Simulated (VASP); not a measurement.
Here is a VASP 6.6.1 calculation.

File INCAR:

```
SYSTEM = CdS
  PREC = Accurate
  ENCUT = 520
  EDIFF = 1E-6
  ISMEAR = 0
  SIGMA = 0.02
  LREAL = .FALSE.
  LASPH = .TRUE.
  NELM = 80
  ALGO = Normal
  ISIF = 2
  LWAVE = .FALSE.
  LCHARG = .FALSE.
  GGA = PE
  NBANDS = 26
```

Contents of KPOINTS:

```
regular mesh
0
G
  9 9 4
  0 0 0
```

Contents of POSCAR:

```
CdS
1.0
    4.1964359620      0.0000000000      0.0000000000
   -2.0982179810      3.6342201485      0.0000000000
    0.0000000000      0.0000000000      6.8291483548
Cd S
2 2
Direct
    0.6666666667      0.3333333333      0.5002281162
    0.3333333333      0.6666666667      0.0002281162
    0.6666666667      0.3333333333      0.8767718838
    0.3333333333      0.6666666667      0.3767718838
```

Potentials or basis: VASP PAW PBE potentials, release 64 (Cd, S).

Run with:

```bash
$ cat potpaw_PBE.64/Cd/POTCAR potpaw_PBE.64/S/POTCAR > POTCAR
$ mpirun -np 1 vasp_std > vasp.out
```

Problem. What does it give for the band gap on the k mesh?

Solution. 1.11 eV.

Problem. Predict the pressure.

Solution. 0.3 GPa.
